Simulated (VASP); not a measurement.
# CdSe: single point with PBE

CdSe:

```
Cd Se
1.0
     0.00000    3.09888    3.09888
     3.09888    0.00000    3.09888
     3.09888    3.09888    0.00000
Cd Se
1 1
Direct
  0.00000 0.00000 0.00000
  0.75000 0.75000 0.75000
```

| Item | Value |
| --- | --- |
| Program | VASP 6.6.1 |
| Task | single point |
| Functional | PBE |
| Potentials or basis | VASP PAW PBE potentials, release 64 (Cd, Se) |
| Cutoff | 520 eV |
| k mesh | 6 × 6 × 6 |
| Occupations | fermi-dirac, width 0.1 eV |
| Spin | no spin polarisation |

| Item | Value |
| --- | --- |
| Pressure | 0.2 GPa |
| Band gap on the k mesh | 0.49 eV, direct |

Levels at points of the mesh, in eV from the valence-band top:
```
           k point  band 7  band 8  band 9  band 10  band 11  band 12
(0.00, 0.00, 0.00)    0.00    0.00    0.00     0.49     5.93     5.93
(0.50, 0.00, 0.00)   -4.07   -0.67   -0.67     2.32     6.42     6.42
(0.50, 0.50, 0.00)   -3.83   -1.67   -1.67     3.24     3.69     8.86
```

It took 8.2 s on 1 thread of Intel(R) Xeon(R) 6975P-C (Granite Rapids) (shared host), peak memory 0.2 GiB.

Expect the measured gap to be larger: semilocal functionals such as PBE lack the derivative discontinuity.
